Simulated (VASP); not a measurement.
A run of VASP 6.6.1 is set up as follows.

File INCAR:

```
  PREC = Accurate
  ENCUT = 520
  EDIFF = 1E-7
  ISMEAR = -1
  SIGMA = 0.1
  LREAL = False
  LASPH = True
  NELM = 100
  ALGO = Normal
  ISIF = 2
  LWAVE = False
  LCHARG = False
  GGA = B5
  ALDAX = 1.0
  AGGAX = 1.0
  AGGAC = 1.0
  ALDAC = 0.0
  NBANDS = 9
```

Contents of KPOINTS:

```
regular mesh
0
Gamma
  14 14 14
```

Contents of POSCAR:

```
Se
1.0
    0.0000000000      2.2848733863      2.2848733863
    2.2848733863      0.0000000000      2.2848733863
    2.2848733863      2.2848733863      0.0000000000
Se
1
Direct
    0.0000000000      0.0000000000      0.0000000000
```

Potentials or basis: VASP PAW PBE potentials, release 64 (Se).

Run with:

```sh
$ cat potpaw_PBE.64/Se/POTCAR > POTCAR
$ mpirun -np 1 vasp_std > vasp.out
```

(1) What does it give for the band gap on the k mesh?

(2) What does it give for the pressure?

Answers

(1) zero (band 3 reaches 6.22 eV, above the bottom of band 4 at 2.44 eV).

(2) -1.6 GPa.

Caveat: the PAW data sets were made with another functional, which shifts forces and pressure a little.
